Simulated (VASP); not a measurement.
# MgO (P-1) in VASP: notebook

MgO is run at these levels: PBEsol; tasks: single point.

Program: VASP 6.6.1. These are calculated values, not measurements. Logs are shortened: lines on timing, memory, paths and dates and some standing lists are left out, and cuts for length are marked.

## (1) The cell of the first run

The typed cell holds 4 atoms: a = 3.487 Å, b = 3.436 Å, c = 4.179 Å, α = 89.29°, β = 88.07°, γ = 118.55°.

## (2) Single point, PBEsol

INCAR

```
SYSTEM = MgO
ALGO     = Normal         ! electronic algorithm
EDIFF    = 1E-6           ! SCF threshold, eV
ENCUT    = 520            ! plane-wave cutoff, eV
GGA      = PS             ! functional
ISIF     = 2              ! what is computed and relaxed
ISMEAR   = -1             ! smearing method
LASPH    = .True.         ! aspherical terms in the spheres
LCHARG   = .True.         ! write CHGCAR
LELF     = .True.         ! ELF
LREAL    = .False.        ! projectors in reciprocal space
LVHAR    = .True.       
LWAVE    = .False.        ! write WAVECAR
NBANDS   = 16             ! bands
NELM     = 100            ! most SCF steps
PREC     = Accurate       ! precision mode
SIGMA    = 0.05           ! smearing width, eV
```

KPOINTS

```
k-points
0
Gamma
  6 6 6
  0 0 0
```

POSCAR

```
MgO
1.0
    3.4863800000      0.0581063333      0.0581063333
   -1.6928685000      2.9902368333      0.0212683333
    0.0696340000      0.0696340000      4.1780400000
Mg O
2 2
Direct
    0.6666666667      0.3333333333      0.7500000000
    0.3333333333      0.6666666667      0.2500000000
    0.6666666667      0.3333333333      0.2500000000
    0.3333333333      0.6666666667      0.7500000000
```

Potentials or basis: VASP PAW PBE potentials, release 64 (Mg, O).

Run with:

```console
$ cat potpaw_PBE.64/Mg/POTCAR potpaw_PBE.64/O/POTCAR > POTCAR
$ mpirun -np 1 vasp_std > vasp.out
```

OUTCAR:

```text
SYSTEM = MgO
   EDIFF = 1E-6
   ENCUT = 520
   GGA = PS
   ISIF = 2
   ISMEAR = -1
   LASPH = .True.
   LREAL = .False.
   NELM = 100
   PREC = Accurate

 ion  position               nearest neighbor table
   1  0.667  0.333  0.750-   4 1.98   4 2.01   4 2.04   3 2.09   3 2.09   2 2.85   2 2.86   2 2.86
                             2 2.90   2 2.95   2 2.99
   2  0.333  0.667  0.250-   3 1.98   3 2.01   3 2.04   4 2.09   4 2.09   1 2.85   1 2.86   1 2.86
                             1 2.90   1 2.95   1 2.99
   3  0.667  0.333  0.250-   2 1.98   2 2.01   2 2.04   1 2.09   1 2.09
   4  0.333  0.667  0.750-   1 1.98   1 2.01   1 2.04   2 2.09   2 2.09

  LATTYP: Found a triclinic cell.
 ALAT       =     3.5377082836
 B/A-ratio  =     2.0519335782
 C/A-ratio  =     0.9713191889
 COS(alpha) =     0.0069988583
 COS(beta)  =     0.5002108131
 COS(gamma) =     0.7118643332

  Lattice vectors:

 A1 = (   1.7935115000,   3.0483431666,   0.0793746666)
 A2 = (   5.2102575000,   3.0368154999,  -4.0405590001)
 A3 = (  -1.6928685000,   2.9902368333,   0.0212683333)

Analysis of symmetry for initial positions (statically):
=====================================================================
 Subroutine PRICEL returns:
 Original cell was already a primitive cell.

 Routine SETGRP: Setting up the symmetry group for a
 triclinic supercell.

 Subroutine GETGRP returns: Found  2 space group operations
 (whereof  2 operations were pure point group operations)
 out of a pool of  2 trial point group operations.

The static configuration has the point symmetry S_2 .

Analysis of symmetry for dynamics (positions and initial velocities):
=====================================================================
 Subroutine PRICEL returns:
 Original cell was already a primitive cell.

 Routine SETGRP: Setting up the symmetry group for a
 triclinic supercell.

 Subroutine GETGRP returns: Found  2 space group operations
 (whereof  2 operations were pure point group operations)
 out of a pool of  2 trial point group operations.

The dynamic configuration has the point symmetry S_2 .

 Subroutine INISYM returns: Found  2 space group operations
 (whereof  2 operations are pure point group operations),
 and found     1 'primitive' translations

----------------------------------------------------------------------------------------

                                     Primitive cell

  volume of cell :      43.9434

  direct lattice vectors                    reciprocal lattice vectors
     3.486380000  0.058106333  0.058106333     0.284271021  0.160987679 -0.007420978
    -1.692868500  2.990236833  0.021268333    -0.005432537  0.331384778 -0.005432537
     0.069634000  0.069634000  4.178040000    -0.003925861 -0.003925861  0.239477541

  length of vectors
     3.487348304  3.436243941  4.179200406     0.326775331  0.331473824  0.239541891

  position of ions in fractional coordinates (direct lattice)
     0.666666667  0.333333333  0.750000000
     0.333333333  0.666666667  0.250000000
     0.666666667  0.333333333  0.250000000
     0.333333333  0.666666667  0.750000000

  ion indices of the primitive-cell ions
   primitive index   ion index
                 1           1
                 2           2
                 3           3
                 4           4

----------------------------------------------------------------------------------------

 KPOINTS: k-points

Automatic generation of k-mesh.
 Grid dimensions read from file:
 generate k-points for:    6    6    6

 Generating k-lattice:

  Cartesian coordinates                     Fractional coordinates (reciprocal lattice)
     0.047378503  0.026831280 -0.001236830     0.166666667  0.000000000  0.000000000
    -0.000905423  0.055230796 -0.000905423    -0.000000000  0.166666667 -0.000000000
    -0.000654310 -0.000654310  0.039912924     0.000000000 -0.000000000  0.166666667

  Length of vectors
     0.054462555  0.055245637  0.039923649

  Shift w.r.t. Gamma in fractional coordinates (k-lattice)
     0.000000000  0.000000000  0.000000000

 Subroutine IBZKPT returns following result:
 ===========================================

 Found    112 irreducible k-points:

 Following reciprocal coordinates:
            Coordinates               Weight
  0.000000  0.000000  0.000000      1.000000
  0.166667  0.000000 -0.000000      2.000000
  0.333333 -0.000000 -0.000000      2.000000
  0.500000  0.000000  0.000000      1.000000
  0.000000  0.166667 -0.000000      2.000000
  0.166667  0.166667  0.000000      2.000000
[... 16 lines left out ...]
  0.333333 -0.000000  0.166667      2.000000
  0.500000  0.000000  0.166667      2.000000
 [... further k-points ...]
   k-points           NKPTS =    112   k-points in BZ     NKDIM =    112   number of bands    NBANDS=     16
   number of dos      NEDOS =    301   number of ions     NIONS =      4
   total plane-waves  NPLWV =  25088
   dimension x,y,z NGX =    28 NGY =   28 NGZ =   32
   dimension x,y,z NGXF=    56 NGYF=   56 NGZF=   64
   ions per type =               2   2
   NGX,Y,Z   is equivalent  to a cutoff of  13.35, 13.55, 12.73 a.u.
   NGXF,Y,Z  is equivalent  to a cutoff of  26.70, 27.09, 25.46 a.u.
 SYSTEM =  MgO
   PREC   = accura    normal or accurate (medium, high low for compatibility)
   ISTART =      0    job   : 0-new  1-cont  2-samecut
   ICHARG =      2    charge: 1-file 2-atom 10-const
   ISPIN  =      1    spin polarized calculation?
   LNONCOLLINEAR =      F non collinear calculations
   LSORBIT =      F    spin-orbit coupling
   LASPH  =      T    aspherical Exc in radial PAW
   ENCUT  =  520.0 eV  38.22 Ry    6.18 a.u.   6.48  6.39  7.77*2*pi/ulx,y,z
   NELM   =    100;   NELMIN=  2; NELMDL= -5     # of ELM steps
   EDIFF  = 0.1E-05   stopping-criterion for ELM
   LREAL  =      F    real-space projection
   EDIFFG = 0.1E-04   stopping-criterion for IOM
   NSW    =      0    number of steps for IOM
   IBRION =     -1    ionic relax: 0-MD 1-quasi-New 2-CG
   NFREE  =      0    steps in history (QN), initial steepest desc. (CG)
   ISIF   =      2    stress and relaxation
   ISYM   =      2    0-nonsym 1-usesym 2-fastsym
   POTIM  = 0.5000    time-step for ionic-motion
   TEBEG  =    0.0;   TEEND  =   0.0 temperature during run
   PSTRESS=    0.0 pullay stress
   NELECT =      16.0000    total number of electrons
   NUPDOWN=      -1.0000    fix difference up-down
   EMIN   =  10.00;   EMAX   =-10.00  energy-range for DOS
   EFERMI =   0.00;   METHOD = LEGACY
   ISMEAR =    -1;   SIGMA  =   0.05  broadening in eV -4-tet -1-fermi 0-gaus
   EFERMI_NEDOS =   21; number of points for ismear=-14 and -15
   IALGO  =     38    algorithm
   IMIX   =      4    mixing-type and parameters
     AMIX     =   0.40;   BMIX     =  1.00
     AMIX_MAG =   1.60;   BMIX_MAG =  1.00
  volume/ion in A,a.u.               =      10.99        74.14
  Fermi-wavevector in a.u.,A,eV,Ry     =   1.169006  2.209101 18.593386  1.366575
  Thomas-Fermi vector in A             =   2.305485
   LORBIT       =      0    0 simple, 1 ext, 2 COOP (PROOUT), +10 PAW based schemes
   GGA     = PS    functional components
   LHFCALC =     F    Hartree Fock is set to
   AEXX    =    0.0000 exact exchange contribution
   IVDW    =     0    specifies the selected vdW correction
   LEPSILON=     F    determine dielectric tensor
   LRPA    =     F    only Hartree local field effects (RPA)
 non-spin polarized calculation
  energy-cutoff  :      520.00
  volume of cell :       43.94
 maximum number of plane-waves:      1201
 NGX is ok and might be reduce to    28
   NGX = 13   NGY = 13   NGZ = 15

 number of electron      16.0000002 magnetization

 Free energy of the ion-electron system (eV)
  ---------------------------------------------------
  ext. energy  EPLUGINS =         0.00000000
  ---------------------------------------------------
  free energy    TOTEN  =       -24.70980032 eV

  energy without entropy =      -24.70980032  energy(sigma->0) =      -24.70980032

 E-fermi :   2.9394     XC(G=0): -10.3185

 val. band max:        1.9247079338   @ k =   0.0000   0.0000   0.0000
 cond. band min:       5.1896142025   @ k =   0.0000   0.0000   0.0000
 fundamental gap:      3.2649062688
 Fermi energy:         2.9394443885

 k-point     1 :       0.0000    0.0000    0.0000
  band No.  band energies     occupation
      1     -14.9814      2.00000
      2     -13.5412      2.00000
      3      -1.8020      2.00000
      4       0.1003      2.00000
      5       0.1801      2.00000
      6       1.0134      2.00000
[... 8 lines left out ...]
     15      17.1115      0.00000
     16      17.6340      0.00000

 k-point     2 :       0.1667    0.0000   -0.0000
  band No.  band energies     occupation
      1     -14.8496      2.00000
      2     -13.5685      2.00000
      3      -1.5934      2.00000
      4      -0.3661      2.00000
      5      -0.0005      2.00000
      6       0.5181      2.00000
[... 8 lines left out ...]
     15      16.4365      0.00000
     16      16.7629      0.00000

 k-point     3 :       0.3333   -0.0000   -0.0000
  band No.  band energies     occupation
      1     -14.5295      2.00000
      2     -13.6755      2.00000
      3      -1.3303      2.00000
      4      -1.0495      2.00000
      5      -0.2706      2.00000
      6       0.0627      2.00000
[... 8 lines left out ...]
     15      16.0520      0.00000
     16      16.5112      0.00000

 k-point     4 :       0.5000    0.0000    0.0000
  band No.  band energies     occupation
      1     -14.2974      2.00000
      2     -13.7986      2.00000
      3      -1.7560      2.00000
      4      -0.6325      2.00000
      5      -0.3839      2.00000
      6      -0.0395      2.00000
[... 8 lines left out ...]
     15      16.5591      0.00000
     16      16.7159      0.00000
[... 324 lines left out ...]
 k-point    22 :       0.1667   -0.0000    0.1667
  band No.  band energies     occupation
      1     -14.7762      2.00000
      2     -13.6319      2.00000
      3      -1.5958      2.00000
      4      -0.2228      2.00000
      5       0.0905      2.00000
      6       0.1770      2.00000
[... 8 lines left out ...]
     15      16.4228      0.00000
     16      17.5472      0.00000

 k-point    23 :       0.3333   -0.0000    0.1667
  band No.  band energies     occupation
      1     -14.4849      2.00000
      2     -13.6930      2.00000
      3      -1.6694      2.00000
      4      -0.8185      2.00000
      5      -0.2180      2.00000
      6      -0.1646      2.00000
[... 8 lines left out ...]
     15      16.2170      0.00000
     16      16.3359      0.00000

 k-point    24 :       0.5000    0.0000    0.1667
  band No.  band energies     occupation
      1     -14.2518      2.00000
      2     -13.8127      2.00000
      3      -1.9782      2.00000
      4      -0.7621      2.00000
      5      -0.2862      2.00000
      6      -0.2133      2.00000
[... 8 lines left out ...]
     15      16.2883      0.00000
     16      16.5883      0.00000

 [... further k-points ...]

------------------------ aborting loop because EDIFF is reached ----------------------------------------

  FORCE on cell =-STRESS in cart. coord.  units (eV):
  Direction    XX          YY          ZZ          XY          YZ          ZX
  --------------------------------------------------------------------------------------
  -------------------------------------------------------------------------------------
  Total        0.2457468      0.2090237      0.2917632     -0.8162425     -1.0571274     -1.0592370
  in kB        8.9599257      7.6210025     10.6376800    -29.7601878    -38.5428486    -38.6197655
  external PRESSURE =       9.0728694 kB  Pullay stress =       0.0000000 kB

 VOLUME and BASIS-vectors are now :
 -----------------------------------------------------------------------------
  energy-cutoff  :      520.00
  volume of cell :       43.94
      direct lattice vectors                 reciprocal lattice vectors
     3.486380000  0.058106333  0.058106333     0.284271021  0.160987679 -0.007420978
    -1.692868500  2.990236833  0.021268333    -0.005432537  0.331384778 -0.005432537
     0.069634000  0.069634000  4.178040000    -0.003925861 -0.003925861  0.239477541

 POSITION                                       TOTAL-FORCE (eV/Angst)
 -----------------------------------------------------------------------------------
      1.81219      1.08771      3.17936         0.246942     -0.016073     -0.008057
      0.05096      2.03027      1.07806        -0.246942      0.016073      0.008057
      1.77737      1.05289      1.09034         0.285007     -0.015592     -0.012063
      0.08577      2.06509      3.16708        -0.285007      0.015592      0.012063
 -----------------------------------------------------------------------------------
    total drift:                                0.000000     -0.000000      0.000000

  FREE ENERGIE OF THE ION-ELECTRON SYSTEM (eV)
  ---------------------------------------------------
  free  energy   TOTEN  =       -24.7098003235 eV

  energy  without entropy=      -24.7098003235  energy(sigma->0) =      -24.70980032
```

It took 86 s on 1 thread of AMD EPYC 7R13, shared host; peak memory 0.18 GiB.

Results:

```yaml
Free_energy: -24.7098 eV
Pressure: 0.9 GPa
Largest_force: 0.286 eV/Å
Band_gap_on_the_k_mesh: 3.26 eV, direct
```

Forces in eV/Å, atoms in the order of the input:
```
Mg   0.247 -0.016 -0.008
Mg  -0.247  0.016  0.008
O    0.285 -0.016 -0.012
O   -0.285  0.016  0.012
```

Stress tensor (GPa, compression positive):
```
 0.90 -2.98 -3.86
-2.98  0.76 -3.85
-3.86 -3.85  1.06
```

Caveat: the PAW data sets were made with another functional, which shifts forces and pressure a little. As with any semilocal functional, this PBEsol gap is likely too small.

[end of part 1 of 2]
